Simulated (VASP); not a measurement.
**MgScF3: single point with r2SCAN**

MgScF3:

```
Sc Mg F
1.0
     3.68043    0.00000    0.00000
     0.00000    3.68043    0.00000
     0.00000    0.00000    3.68043
Sc Mg F
1 1 3
Direct
  0.50000 0.50000 0.50000
  0.00000 0.00000 0.00000
  0.50000 0.00000 0.00000
  0.00000 0.50000 0.00000
  0.00000 0.00000 0.50000
```

| Property | Result |
| --- | --- |
| Program | VASP 6.6.1 |
| Task | single point |
| Functional | r2SCAN |
| Potentials or basis | VASP PAW PBE potentials, release 64 (Sc_sv, Mg, F) |
| Cutoff | 520 eV |
| k mesh | 9 × 9 × 9 |
| Occupations | fermi-dirac, width 0.1 eV |
| Spin | no spin polarisation |
| Dipole correction | no |
| Further INCAR settings | ALGO = Normal; EDIFF = 1e-07; NBANDS = 25 |

| Item | Value |
| --- | --- |
| Pressure | 28.9 GPa |
| Band gap on the k mesh | zero (band 17 reaches 9.62 eV, above the bottom of band 18 at 7.84 eV) |

Levels at points of the mesh, in eV from the Fermi level:
| k point | band 13 | band 14 | band 15 | band 16 | band 17 | band 18 | band 19 | band 20 | band 21 | band 22 |
| --- | --- | --- | --- | --- | --- | --- | --- | --- | --- | --- |
| (0.00, 0.00, 0.00) | -10.51 | -10.04 | -10.04 | -10.04 | -1.60 | -1.37 | -1.37 | 0.60 | 0.60 | 0.60 |

It took 2.7 min on 1 thread of Intel(R) Xeon(R) Platinum 8259CL CPU @ 2.50GHz (Skylake/Cascade Lake), on a shared host, peak memory 0.19 GiB.

Caveat: the PAW data sets were made with another functional, which shifts forces and pressure a little.
